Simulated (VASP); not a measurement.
# Al2Pt (I4/mmm) in VASP: electric field gradients with LDA

Aim: the electric field gradients of Al2Pt with LDA.

Everything below comes from runs of VASP 6.6.1. Logs are shortened: lines on timing, memory, paths and dates and some standing lists are left out, and cuts for length are marked.

## (1) The cell of the first run

It takes space group I4/mmm (No. 139, tetragonal). Conventional cell: a = 4.179 Å, b = 4.179 Å, c = 5.969 Å, α = 90.00°, β = 90.00°, γ = 90.00°. Within 3.4 Å of Al (site symmetry -4m2) lie 4 Pt at 2.57 Å and 6 Al at 2.96 to 2.98 Å. Pt (site symmetry 4/mmm) has 8 Al at 2.57 Å within 3.4 Å.

## (2) Electric field gradients, LDA (zz strain of +1 %)

Input file INCAR:

```
ALGO = Normal
EDIFF = 1E-8
ENCUT = 520
GGA = CA
ISIF = 2
ISMEAR = -1
LASPH = True
LCHARG = False
LEFG = True
LREAL = False
LWAVE = False
NBANDS = 15
NELM = 100
PREC = Accurate
SIGMA = 0.08
```

Input file KPOINTS:

```
k-points
0
Gamma
  12 12 12
```

Input file POSCAR:

```
Al2Pt
1.0
    0.0000000000      2.9550000000      2.9845500000
    2.9550000000      0.0000000000      2.9845500000
    2.9550000000      2.9550000000      0.0000000000
Al Pt
2 1
Direct
    0.2500000000      0.2500000000      0.2500000000
    0.7500000000      0.7500000000      0.7500000000
    0.0000000000      0.0000000000      0.0000000000
```

Potentials or basis: VASP PAW LDA potentials, release 64 (Al, Pt).

Command:

```console
$ cat potpaw_LDA.64/Al/POTCAR potpaw_LDA.64/Pt/POTCAR > POTCAR
$ mpirun -np 1 vasp_std > vasp.out
```

OUTCAR:

```text
EDIFF = 1E-8
   ENCUT = 520
   GGA = CA
   ISIF = 2
   ISMEAR = -1
   LASPH = True
   LREAL = False
   NELM = 100
   PREC = Accurate

 ion  position               nearest neighbor table
   1  0.250  0.250  0.250-   3 2.57   3 2.57   3 2.57   3 2.57   2 2.96   2 2.96   2 2.96   2 2.96
                             2 2.98   2 2.98
   2  0.750  0.750  0.750-   3 2.57   3 2.57   3 2.57   3 2.57   1 2.96   1 2.96   1 2.96   1 2.96
                             1 2.98   1 2.98
   3  0.000  0.000  0.000-   2 2.57   2 2.57   2 2.57   1 2.57   2 2.57   1 2.57   1 2.57   1 2.57

  LATTYP: Found a body centered tetragonal cell.
 ALAT       =     4.1790010768
 C/A-ratio  =     1.4283556980

  Lattice vectors:

 A1 = (  -2.9550000000,   0.0000000000,   2.9845500000)
 A2 = (   2.9550000000,   0.0000000000,   2.9845500000)
 A3 = (   0.0000000000,   2.9550000000,  -2.9845500000)

Analysis of symmetry for initial positions (statically):
=====================================================================
 Subroutine PRICEL returns:
 Original cell was already a primitive cell.

 Routine SETGRP: Setting up the symmetry group for a
 body centered tetragonal supercell.

 Subroutine GETGRP returns: Found 16 space group operations
 (whereof 16 operations were pure point group operations)
 out of a pool of 16 trial point group operations.

The static configuration has the point symmetry D_4h.

Analysis of symmetry for dynamics (positions and initial velocities):
=====================================================================
 Subroutine PRICEL returns:
 Original cell was already a primitive cell.

 Routine SETGRP: Setting up the symmetry group for a
 body centered tetragonal supercell.

 Subroutine GETGRP returns: Found 16 space group operations
 (whereof 16 operations were pure point group operations)
 out of a pool of 16 trial point group operations.

The dynamic configuration has the point symmetry D_4h.

 Subroutine INISYM returns: Found 16 space group operations
 (whereof 16 operations are pure point group operations),
 and found     1 'primitive' translations

----------------------------------------------------------------------------------------

                                     Primitive cell

  volume of cell :      52.1223

  direct lattice vectors                    reciprocal lattice vectors
     0.000000000  2.955000000  2.984550000    -0.169204738  0.169204738  0.167529443
     2.955000000  0.000000000  2.984550000     0.169204738 -0.169204738  0.167529443
     2.955000000  2.955000000  0.000000000     0.169204738  0.169204738 -0.167529443

  length of vectors
     4.199948060  4.199948060  4.179001077     0.292107174  0.292107174  0.292107174

  position of ions in fractional coordinates (direct lattice)
     0.250000000  0.250000000  0.250000000
     0.750000000  0.750000000  0.750000000
     0.000000000  0.000000000  0.000000000

  ion indices of the primitive-cell ions
   primitive index   ion index
                 1           1
                 2           2
                 3           3

----------------------------------------------------------------------------------------

 KPOINTS: k-points

Automatic generation of k-mesh.
 Grid dimensions read from file:
 generate k-points for:   12   12   12

 Generating k-lattice:

  Cartesian coordinates                     Fractional coordinates (reciprocal lattice)
    -0.014100395  0.014100395  0.013960787     0.083333333  0.000000000  0.000000000
     0.014100395 -0.014100395  0.013960787     0.000000000  0.083333333  0.000000000
     0.014100395  0.014100395 -0.013960787    -0.000000000 -0.000000000  0.083333333

  Length of vectors
     0.024342264  0.024342264  0.024342264

  Shift w.r.t. Gamma in fractional coordinates (k-lattice)
     0.000000000  0.000000000  0.000000000

 Subroutine IBZKPT returns following result:
[... 45 lines left out ...]
   LSORBIT =      F    spin-orbit coupling
   LASPH  =      T    aspherical Exc in radial PAW
   ENCUT  =  520.0 eV  38.22 Ry    6.18 a.u.   7.81  7.81  7.77*2*pi/ulx,y,z
   NELM   =    100;   NELMIN=  2; NELMDL= -5     # of ELM steps
   EDIFF  = 0.1E-07   stopping-criterion for ELM
   LREAL  =      F    real-space projection
   EDIFFG = 0.1E-06   stopping-criterion for IOM
   NSW    =      0    number of steps for IOM
   IBRION =     -1    ionic relax: 0-MD 1-quasi-New 2-CG
   NFREE  =      0    steps in history (QN), initial steepest desc. (CG)
   ISIF   =      2    stress and relaxation
   ISYM   =      2    0-nonsym 1-usesym 2-fastsym
   POTIM  = 0.5000    time-step for ionic-motion
   TEBEG  =    0.0;   TEEND  =   0.0 temperature during run
   PSTRESS=    0.0 pullay stress
   NELECT =      16.0000    total number of electrons
   NUPDOWN=      -1.0000    fix difference up-down
   EMIN   =  10.00;   EMAX   =-10.00  energy-range for DOS
   EFERMI =   0.00;   METHOD = LEGACY
   ISMEAR =    -1;   SIGMA  =   0.08  broadening in eV -4-tet -1-fermi 0-gaus
   EFERMI_NEDOS =   21; number of points for ismear=-14 and -15
   IALGO  =     38    algorithm
   IMIX   =      4    mixing-type and parameters
     AMIX     =   0.40;   BMIX     =  1.00
     AMIX_MAG =   1.60;   BMIX_MAG =  1.00
  volume/ion in A,a.u.               =      17.37       117.25
  Fermi-wavevector in a.u.,A,eV,Ry     =   1.104350  2.086920 16.593526  1.219590
  Thomas-Fermi vector in A             =   2.240822
   LORBIT       =      0    0 simple, 1 ext, 2 COOP (PROOUT), +10 PAW based schemes
   GGA     = CA    functional components
   LHFCALC =     F    Hartree Fock is set to
   AEXX    =    0.0000 exact exchange contribution
   IVDW    =     0    specifies the selected vdW correction
   LEPSILON=     F    determine dielectric tensor
   LRPA    =     F    only Hartree local field effects (RPA)
 non-spin polarized calculation
  energy-cutoff  :      520.00
  volume of cell :       52.12
 maximum number of plane-waves:      1419
   NGX = 15   NGY = 15   NGZ = 15

 number of electron      16.0000000 magnetization

 Free energy of the ion-electron system (eV)
  ---------------------------------------------------
  ext. energy  EPLUGINS =         0.00000000
  ---------------------------------------------------
  free energy    TOTEN  =       -18.58008771 eV

  energy without entropy =      -18.55439244  energy(sigma->0) =      -18.56724007

 E-fermi :   7.6087     XC(G=0): -10.8429

 val. band max:        7.6059189935   @ k =  -0.3333   0.3333   0.0000
 cond. band min:       7.6186249549   @ k =   0.2500   0.0000   0.2500
 fundamental gap:      0.0127059615
 Fermi energy:         7.6087393452

 k-point     1 :       0.0000    0.0000    0.0000
  band No.  band energies     occupation
      1      -2.5571      2.00000
      2       2.5610      2.00000
      3       2.5610      2.00000
      4       2.5763      2.00000
      5       3.8999      2.00000
      6       3.9403      2.00000
      7      10.3359      0.00000
      8      11.3598      0.00000
      9      11.4332      0.00000
     10      11.4332      0.00000
     11      12.8847      0.00000
     12      12.8847      0.00000
     13      13.0321      0.00000
     14      13.6411      0.00000
[... 401 lines left out ...]
      2       1.5606      2.00000
      3       2.7843      2.00000
      4       3.0958      2.00000
      5       3.6816      2.00000
      6       4.0082      2.00000
      7       4.3674      2.00000
      8       7.0537      1.99806
      9       8.2869      0.00042
     10      11.0772      0.00000
     11      13.1782      0.00000
     12      13.5288      0.00000
     13      14.3864      0.00000
     14      16.2857      0.00000
     15      16.7405      0.00000

 [... further k-points ...]

------------------------ aborting loop because EDIFF is reached ----------------------------------------

  FORCE on cell =-STRESS in cart. coord.  units (eV):
  Direction    XX          YY          ZZ          XY          YZ          ZX
  --------------------------------------------------------------------------------------
  -------------------------------------------------------------------------------------
  Total       -1.5094963     -1.5094963     -1.7227087      0.0000000     -0.0000000     -0.0000000
  in kB      -46.4000888    -46.4000888    -52.9539798      0.0000000     -0.0000000     -0.0000000
  external PRESSURE =     -48.5847191 kB  Pullay stress =       0.0000000 kB

 VOLUME and BASIS-vectors are now :
 -----------------------------------------------------------------------------
  energy-cutoff  :      520.00
  volume of cell :       52.12
      direct lattice vectors                 reciprocal lattice vectors
     0.000000000  2.955000000  2.984550000    -0.169204738  0.169204738  0.167529443
     2.955000000  0.000000000  2.984550000     0.169204738 -0.169204738  0.167529443
     2.955000000  2.955000000  0.000000000     0.169204738  0.169204738 -0.167529443

 POSITION                                       TOTAL-FORCE (eV/Angst)
 -----------------------------------------------------------------------------------
      1.47750      1.47750      1.49228         0.000000      0.000000     -0.000000
      4.43250      4.43250      4.47682        -0.000000     -0.000000      0.000000
      0.00000      0.00000      0.00000        -0.000000     -0.000000      0.000000
 -----------------------------------------------------------------------------------
    total drift:                                0.000000     -0.000000      0.000000

  FREE ENERGIE OF THE ION-ELECTRON SYSTEM (eV)
  ---------------------------------------------------
  free  energy   TOTEN  =       -18.5800877110 eV

  energy  without entropy=      -18.5543924368  energy(sigma->0) =      -18.56724007

 Electric field gradients (V/A^2)
---------------------------------------------------------------------
 ion       V_xx      V_yy      V_zz      V_xy      V_xz      V_yz
---------------------------------------------------------------------
   1      -0.146    -0.146     0.292     0.000     0.000     0.000
   2      -0.146    -0.146     0.292     0.000     0.000     0.000
   3       6.509     6.509   -13.018     0.000     0.000     0.000
---------------------------------------------------------------------

 Electric field gradients after diagonalization (V/A^2)
 (convention: |V_zz| > |V_xx| > |V_yy|)
----------------------------------------------------------------------
 ion       V_xx      V_yy      V_zz     asymmetry (V_yy - V_xx)/ V_zz
----------------------------------------------------------------------
   1      -0.146    -0.146     0.292       0.000
   2      -0.146    -0.146     0.292       0.000
   3       6.509     6.509   -13.018       0.000
----------------------------------------------------------------------

           NMR quadrupolar parameters

 Cq : quadrupolar parameter    Cq=e*Q*V_zz/h
 eta: asymmetry parameters     (V_yy - V_xx)/ V_zz
 Q  : nuclear electric quadrupole moment in mb (millibarn)
----------------------------------------------------------------------
 ion       Cq(MHz)       eta       Q (mb)
----------------------------------------------------------------------
   1       0.001       0.000       1.000
   2       0.001       0.000       1.000
   3      -0.031       0.000       1.000
----------------------------------------------------------------------
```

It took 72 s on 1 thread of Intel Xeon Platinum 8259CL at 2.50GHz (Skylake/Cascade Lake), shared host; peak memory 0.25 GiB.

What came out:

| Item | Value |
| --- | --- |
| Free energy | -18.5801 eV |
| Pressure | -4.9 GPa |
| Band gap on the k mesh | zero (bands 8 and 9 overlap by 5.32 eV) |
| Largest electric field gradient by atom | Al +0.3; Pt -13.0 V/Å² |

Stress tensor (GPa, compression positive):
```
-4.64  0.00  0.00
 0.00 -4.64  0.00
 0.00  0.00 -5.30
```

Electric field gradients, principal values (V/Å²):
```csv
atom,least,middle,greatest (by size)
1 Al,-0.146,-0.146,0.292
2 Al,-0.146,-0.146,0.292
3 Pt,6.509,6.509,-13.018
```

Caveat: the cell differs from its parent crystal (zz strain of +1 %); the cell stands under tension; without QUAD_EFG the Cq values of the log hold for a quadrupole moment of 1 mb, not for the nuclei; spin-orbit coupling is left out, which moves the levels of the heavy elements.
